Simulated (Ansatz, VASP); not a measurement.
Two plane-wave programs on Y4I

```
Y I
1.0
     5.82950    0.00000    0.00000
     0.00000    5.82950    0.00000
     0.00000    0.00000    5.82950
Y I
4 1
Direct
  0.28814 0.28814 0.28814
  0.71186 0.71186 0.28814
  0.28814 0.71186 0.71186
  0.71186 0.28814 0.71186
  0.00000 0.00000 0.00000
```

Change from the starting cell: species swapped into the SnI4 type (P-43m, No. 215).

Alike in both runs: functional PBE; k mesh 6 × 6 × 6; occupations gaussian, width 0.1 eV; no spin polarisation.

Ansatz relaxed the structure, and its values are those at the end. VASP's run is a single point on that final structure, the one shown.

```csv
,VASP,Ansatz
version,VASP 6.6.1,Ansatz 0.2.0
potentials or method,"VASP PAW PBE potentials, release 64 (Y_sv, I), cutoff 520 eV","scalar-relativistic, plane waves, PAW"
valence electrons in the cell,51,61
```

|  | VASP | Ansatz | Ansatz less VASP |
| --- | --- | --- | --- |
| gap on the k mesh at the Fermi level (eV) | none | none | - |
| pressure (GPa) | -0.1 | 0.0 | +0.06 |
| rms of the force components (eV/Å) | 0.008 | 0.006 | -0.0014 |

A gap of «none» marks a metal or a gap that the smearing closes. VASP's potentials hold 51 valence electrons a cell and Ansatz's 61, so a difference there can come from the potentials and not from the codes.

Spin-orbit coupling is off throughout.
